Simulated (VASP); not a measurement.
The system is C.

```xyz
2
Lattice="0.0000 1.7593 1.7593 1.7593 0.0000 1.7593 1.7593 1.7593 0.0000" Properties=species:S:1:pos:R:3 pbc="T T T"
C     2.6389    2.6389    2.6389
C     1.7593    1.7593    1.7593
```

Base run:

- Program: VASP 6.6.1
- Functional: r2SCAN
- Dispersion: D4
- Potentials or basis: VASP PAW PBE potentials, release 64 (C)
- Cutoff: 520 eV
- k mesh: 13 × 13 × 13
- Occupations: fermi-dirac, width 0.05 eV
- Spin: no spin polarisation

Its results: band gap on the k mesh 4.43 eV, indirect (least direct gap 5.95 eV); pressure 16.0 GPa.

Task: The run is repeated on the same cell with these changes: functional from r2SCAN to PBEsol. What comes out?

Result: Band gap on the k mesh 4.10 eV, indirect (least direct gap 5.65 eV); pressure 12.2 GPa.

r2SCAN gives the wider gap, since meta-GGAs in the generalised Kohn-Sham scheme recover part of the derivative discontinuity.

Caveats: the PAW data sets were made with another functional, which shifts forces and pressure a little.

A k mesh can miss the band edges.
